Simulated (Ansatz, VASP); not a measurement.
One calculation of K2In2Ag3, two programs

```xyz
7
Lattice="5.7288 0.0000 0.0000 -2.8644 4.9613 0.0000 0.0000 0.0000 6.4159" Properties=species:S:1:pos:R:3 pbc="T T T"
K     0.0000    3.3075    0.0000
K     2.8644    1.6538    0.0000
In    0.0000    0.0000    1.7275
In    0.0000    0.0000    4.6883
Ag    2.8644    0.0000    3.2079
Ag   -1.4322    2.4806    3.2079
Ag    1.4322    2.4806    3.2079
```

Alike in both runs: functional PBE; k mesh 6 × 6 × 6; occupations gaussian, width 0.1 eV; no spin polarisation.

Ansatz relaxed the structure, and its values are those at the end. VASP's run is a single point on that final structure, the one shown.

|  | VASP | Ansatz |
| --- | --- | --- |
| version | VASP 6.6.1 | Ansatz 0.2.0 |
| potentials or method | VASP PAW PBE potentials, release 64 (K_sv, In_d, Ag), cutoff 520 eV | scalar-relativistic, plane waves, PAW |
| valence electrons in the cell | 77 | 101 |

|  | VASP | Ansatz | Ansatz less VASP |
| --- | --- | --- | --- |
| gap on the k mesh at the Fermi level (eV) | none | none | - |
| pressure (GPa) | 0.0 | 0.0 | 0.00 |

A gap of «none» marks a metal or a gap that the smearing closes. With one functional, cell and mesh, what is left measures potentials, basis and numerics. VASP's potentials hold 77 valence electrons a cell and Ansatz's 101, so a difference there can come from the potentials and not from the codes.
